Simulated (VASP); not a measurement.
Write the native input for VASP 6.6.1 that does the following.

| Item | Value |
| --- | --- |
| Task | single point |
| Functional | PBE |
| Potentials or basis | VASP PAW PBE potentials, release 64 (Sr_sv, Cl) |
| Cutoff | 520 eV |
| k mesh | 6 × 6 × 6 |
| Occupations | gaussian, width 0.05 eV |
| Spin | no spin polarisation |
| Dipole correction | no |
| Further INCAR settings | ALGO = Normal; EDIFF = 1e-07; NBANDS = 19 |

The structure of SrCl2 lies in POSCAR:

```
SrCl2
1.0
    0.0000000000      3.4992369511      3.3886610634
    3.4992369511      0.0000000000      3.3886610634
    3.4992369511      3.4992369511      0.0000000000
Sr Cl
1 2
Direct
    0.0000000000      0.0000000000      0.0000000000
    0.2500000000      0.2500000000      0.2500000000
    0.7500000000      0.7500000000      0.7500000000
```

This cell differs from its parent crystal: volume 27.662 Å^3 an atom, c/a of the conventional cell 0.9684.

These files were run (other wordings do the same):

INCAR

```
ALGO = Normal ; EDIFF = 1E-7
ENCUT = 520 ; GGA = PE
ISIF = 2 ; ISMEAR = 0
LASPH = True ; LCHARG = False
LREAL = False ; LWAVE = False
NBANDS = 19 ; NELM = 100
PREC = Accurate ; SIGMA = 0.05
```

KPOINTS

```
k-points
0
Gamma
  6 6 6
```

Potentials or basis: VASP PAW PBE potentials, release 64 (Sr_sv, Cl).

The run is started by

```bash
$ cat potpaw_PBE.64/Sr_sv/POTCAR potpaw_PBE.64/Cl/POTCAR > POTCAR
$ mpirun -np 1 vasp_std > vasp.out
```

Results of the run:

```yaml
Pressure: 2.0 GPa
Band_gap_on_the_k_mesh: 5.25 eV, indirect (least direct gap 5.35 eV)
```

Run time: 59 s on 1 thread of Intel Xeon 8259CL (shared host), peak memory 0.24 GiB.
